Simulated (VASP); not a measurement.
# PbO2 (Fm-3m) in VASP: a series of runs, part 2 of 2

VASP 6.6.1. The steps go on from the part before.

## 3. Single point, LDA (13.68 Å³/atom)

This run uses another cell than the first one, of 13.68 Å³/atom.

INCAR

```
SYSTEM = PbO2
  PREC = Accurate
  ENCUT = 520
  EDIFF = 1E-6
  ISMEAR = -1
  SIGMA = 0.05
  LREAL = .False.
  LASPH = .True.
  NELM = 80
  ALGO = Normal
  ISIF = 2
  LWAVE = .False.
  LCHARG = .False.
  NBANDS = 20
```

KPOINTS

```
regular mesh
0
Gamma
  9 9 9
  0 0 0
```

POSCAR

```
PbO2
1.0
    0.0000000000      2.7375486038      2.7375486038
    2.7375486038      0.0000000000      2.7375486038
    2.7375486038      2.7375486038      0.0000000000
Pb O
1 2
Direct
    0.0000000000      0.0000000000      0.0000000000
    0.7500000000      0.7500000000      0.7500000000
    0.2500000000      0.2500000000      0.2500000000
```

Potentials or basis: VASP PAW LDA potentials, release 64 (Pb_d, O).

Started as:

```bash
$ cat potpaw_LDA.64/Pb_d/POTCAR potpaw_LDA.64/O/POTCAR > POTCAR
$ mpirun -np 1 vasp_std > vasp.out
```

OUTCAR:

```text
SYSTEM = PbO2
   PREC = Accurate
   ENCUT = 520
   EDIFF = 1E-6
   ISMEAR = -1
   LREAL = .False.
   LASPH = .True.
   NELM = 80
   ISIF = 2

 ion  position               nearest neighbor table
   1  0.000  0.000  0.000-   2 2.37   2 2.37   2 2.37   3 2.37   3 2.37   3 2.37   3 2.37   2 2.37

   2  0.750  0.750  0.750-   1 2.37   1 2.37   1 2.37   1 2.37
   3  0.250  0.250  0.250-   1 2.37   1 2.37   1 2.37   1 2.37

  LATTYP: Found a face centered cubic cell.
 ALAT       =     5.4750972076

  Lattice vectors:

 A1 = (   0.0000000000,   2.7375486038,   2.7375486038)
 A2 = (   2.7375486038,   0.0000000000,   2.7375486038)
 A3 = (   2.7375486038,   2.7375486038,   0.0000000000)

Analysis of symmetry for initial positions (statically):
=====================================================================
 Subroutine PRICEL returns:
 Original cell was already a primitive cell.

 Routine SETGRP: Setting up the symmetry group for a
 face centered cubic supercell.

 Subroutine GETGRP returns: Found 48 space group operations
 (whereof 48 operations were pure point group operations)
 out of a pool of 48 trial point group operations.
[... 159 lines left out ...]
  ext. energy  EPLUGINS =         0.00000000
  ---------------------------------------------------
  free energy    TOTEN  =       -17.94635244 eV

  energy without entropy =      -17.94031546  energy(sigma->0) =      -17.94333395

 E-fermi :   4.8420     XC(G=0): -11.4690

 val. band max:        4.7903242095   @ k =  -0.3333   0.4444   0.2222
 cond. band min:       5.2189509515   @ k =  -0.1111   0.1111   0.0000
 fundamental gap:      0.4286267419
 Fermi energy:         4.8419523446

 k-point     1 :       0.0000    0.0000    0.0000
  band No.  band energies     occupation
      1     -13.1337      2.00000
      2     -10.7273      2.00000
      3     -10.7273      2.00000
      4     -10.7273      2.00000
      5     -10.5141      2.00000
      6     -10.5141      2.00000
[... 541 lines left out ...]
     19      20.7031      0.00000
     20      21.2449      0.00000

 [... further k-points ...]
[... 5 lines left out ...]
  --------------------------------------------------------------------------------------
  -------------------------------------------------------------------------------------
  Total       -3.5944393     -3.5944393     -3.5944393     -0.0000000      0.0000000      0.0000000
  in kB     -140.3544641   -140.3544641   -140.3544641     -0.0000000      0.0000000      0.0000000
  external PRESSURE =    -140.3544641 kB  Pullay stress =       0.0000000 kB

 VOLUME and BASIS-vectors are now :
 -----------------------------------------------------------------------------
  energy-cutoff  :      520.00
  volume of cell :       41.03
      direct lattice vectors                 reciprocal lattice vectors
     0.000000000  2.737548604  2.737548604    -0.182645159  0.182645159  0.182645159
     2.737548604  0.000000000  2.737548604     0.182645159 -0.182645159  0.182645159
     2.737548604  2.737548604  0.000000000     0.182645159  0.182645159 -0.182645159

 POSITION                                       TOTAL-FORCE (eV/Angst)
 -----------------------------------------------------------------------------------
      0.00000      0.00000      0.00000        -0.000000     -0.000000     -0.000000
      4.10632      4.10632      4.10632         0.000000      0.000000      0.000000
      1.36877      1.36877      1.36877        -0.000000     -0.000000     -0.000000
 -----------------------------------------------------------------------------------
    total drift:                                0.000000     -0.000000      0.000000

  FREE ENERGIE OF THE ION-ELECTRON SYSTEM (eV)
  ---------------------------------------------------
  free  energy   TOTEN  =       -17.9463524417 eV

  energy  without entropy=      -17.9403154639  energy(sigma->0) =      -17.94333395
```

Wall time 24 s (1 thread of Intel Xeon Platinum 8559C (Emerald Rapids), shared host); peak memory 0.16 GiB.

What came out:

```
Free energy            : -17.9464 eV
Pressure               : -14.0 GPa
Band gap on the k mesh : zero (bands 13 and 14 overlap by 1.10 eV)
```

Caveat: the cell stands under tension; spin-orbit coupling is left out, which moves the levels of the heavy elements.

## 4. Single point, PBEsol

This run uses another cell than the first one, of 10.97 Å³/atom.

INCAR

```
SYSTEM = PbO2
PREC = Accurate
ENCUT = 520
EDIFF = 1E-6
ISMEAR = -1
SIGMA = 0.05
LREAL = .FALSE.
LASPH = .TRUE.
NELM = 60
ALGO = Normal
ISIF = 2
LWAVE = .FALSE.
LCHARG = .FALSE.
GGA = PS
NBANDS = 20
```

KPOINTS

```
regular mesh
0
G
  9 9 9
  0 0 0
```

POSCAR

```
PbO2
1.0
    0.0000000000      2.5434636431      2.5434636431
    2.5434636431      0.0000000000      2.5434636431
    2.5434636431      2.5434636431      0.0000000000
Pb O
1 2
Direct
    0.0000000000      0.0000000000      0.0000000000
    0.7500000000      0.7500000000      0.7500000000
    0.2500000000      0.2500000000      0.2500000000
```

Potentials or basis: VASP PAW PBE potentials, release 64 (Pb_d, O).

Started as:

```bash
$ cat potpaw_PBE.64/Pb_d/POTCAR potpaw_PBE.64/O/POTCAR > POTCAR
$ mpirun -np 1 vasp_std > vasp.out
```

Run time: 26 s. Hardware: 1 thread of Intel Xeon 8259CL, shared host; peak memory 0.17 GiB.

Results (log left out):

```yaml
Free_energy: -16.3698 eV
Pressure: 30.6 GPa
Band_gap_on_the_k_mesh: zero (bands 13 and 14 overlap by 1.22 eV)
```

Levels at points of the mesh, in eV from the Fermi level:
```tsv
k point	band 10	band 11	band 12	band 13	band 14	band 15	band 16	band 17
(0.00, 0.00, 0.00)	-2.40	-1.77	-1.77	-1.77	-1.40	7.16	7.16	7.16
```

Caveat: the cell stands under pressure; the PAW data sets were made with another functional, which shifts forces and pressure a little; spin-orbit coupling is left out, which moves the levels of the heavy elements.

## 5. Summary

```csv
level,potentials or basis,cell,gap on the mesh (eV),pressure (GPa)
LDA,"VASP PAW LDA potentials, release 64 (Pb_d, O)","a = 3.796 Å, angles 60.0°, 3 atoms",none,-7.2
LDA,"VASP PAW LDA potentials, release 64 (Pb_d, O)","a = 3.871 Å, angles 60.0°, 3 atoms",none,-14.0
PBEsol,"VASP PAW PBE potentials, release 64 (Pb_d, O)","a = 3.597 Å, angles 60.0°, 3 atoms",none,30.6
```

Alike in all rows: task single point; no spin polarisation; k mesh 9 × 9 × 9; cutoff (eV) 520; smearing fermi-dirac 0.05 eV.

Caveats: spin-orbit coupling is left out, which moves the levels of the heavy elements; the cell stands under tension (at least some runs); the cell stands under pressure (at least some runs); the PAW data sets were made with another functional, which shifts forces and pressure a little (at least some runs).

Total energies depend on the potentials used, so only differences within one code and one set of settings carry meaning.
